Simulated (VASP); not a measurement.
## GaP: elastic constants with LDA

GaP:

```xyz
2
Lattice="0.0000 2.6957 2.6957 2.6957 0.0000 2.6957 2.6957 2.6957 0.0000" Properties=species:S:1:pos:R:3 pbc="T T T"
Ga    0.0000    0.0000    0.0000
P     4.0435    4.0435    4.0435
```

```yaml
Program: VASP 6.6.1
Task: elastic constants
Functional: LDA
Potentials_or_basis: VASP PAW LDA potentials, release 64 (Ga_d, P)
Cutoff: 600 eV
k_mesh: 8 × 8 × 8
Occupations: gaussian, width 0.01 eV
Spin: no spin polarisation
Dipole_correction: no
Ions_in_elastic_constants: relaxed
Further_INCAR_settings: ALGO = Normal; EDIFF = 1e-08; NBANDS = 16; IBRION = 6; POTIM = 0.015; NSW = 1; ISIF = 3
```

```json
{
  "Elastic constants C11, C12, C44": "142, 64, 71 GPa",
  "Voigt bulk modulus": "90 GPa",
  "Highest phonon frequency at Γ, LO-TO splitting left out": "365 cm⁻¹"
}
```

Phonon frequencies in cm⁻¹ (negative: imaginary):
| q point | frequencies |
| --- | --- |
| (0.000, 0.000, 0.000) | 0 0 0 365 365 365 |

Elastic tensor in Voigt notation (GPa, in the Cartesian axes of the cell as first typed):
```
142  64  64   0   0   0
 64 142  64   0   0   0
 64  64 142   0   0   0
  0   0   0  71   0   0
  0   0   0   0  71   0
  0   0   0   0   0  71
```

Clamped-ion elastic tensor (GPa):
```
142  64  64   0   0   0
 64 142  64   0   0   0
 64  64 142   0   0   0
  0   0   0  97   0   0
  0   0   0   0  97   0
  0   0   0   0   0  97
```

It took 5.7 min on 1 thread of AMD EPYC 9R45 96-Core Processor (Zen 5), on a shared host, peak memory 0.29 GiB.
